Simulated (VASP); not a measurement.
HfO2: single point with PBE

HfO2:

```xyz
3
Lattice="0.0000 2.5575 2.5575 2.5575 0.0000 2.5575 2.5575 2.5575 0.0000" Properties=species:S:1:pos:R:3 pbc="T T T"
Hf    0.0250    0.0000    0.0000
O     1.2788    1.2788    1.2788
O     3.8363    3.8363    3.8363
```

This cell differs from its parent crystal: all Hf atoms moved +0.025 Å, as atom 1 along Cartesian [1 0 0].

```json
{"Program": "VASP 6.6.1", "Task": "single point", "Functional": "PBE", "Potentials or basis": "VASP PAW PBE potentials, release 64 (Hf_pv, O)", "Cutoff": "520 eV", "k mesh": "8 × 8 × 8", "Occupations": "gaussian, width 0.05 eV", "Spin": "no spin polarisation"}
```

```
Pressure               : -5.9 GPa
Largest force          : 0.098 eV/Å
Band gap on the k mesh : 3.73 eV, direct
```

Forces in eV/Å, atoms in the order of the input:
```
Hf  -0.098  0.000  0.000
O    0.049  0.000  0.000
O    0.049  0.000  0.000
```

Levels at points of the mesh, in eV from the valence-band top:
| k point | band 9 | band 10 | band 11 | band 12 | band 13 | band 14 |
| --- | --- | --- | --- | --- | --- | --- |
| (0.00, 0.00, 0.00) | -0.60 | -0.60 | -0.60 | 3.81 | 3.83 | 5.62 |
| (0.50, 0.00, 0.00) | -2.67 | -1.80 | -1.80 | 4.51 | 4.51 | 6.73 |
| (0.50, 0.50, 0.00) | -1.49 | -1.48 | 0.00 | 3.73 | 5.36 | 6.39 |
| (0.00, 0.50, 0.50) | -1.48 | -1.48 | 0.00 | 3.73 | 5.36 | 6.40 |

Wall time 53 s on 1 thread of AMD EPYC 7R13 (shared host), peak memory 0.15 GiB.

Caveat: the cell differs from its parent crystal (all Hf atoms moved +0.025 Å, as atom 1 along Cartesian [1 0 0]); spin-orbit coupling is left out, which moves the levels of the heavy elements. A k mesh can miss the band edges.
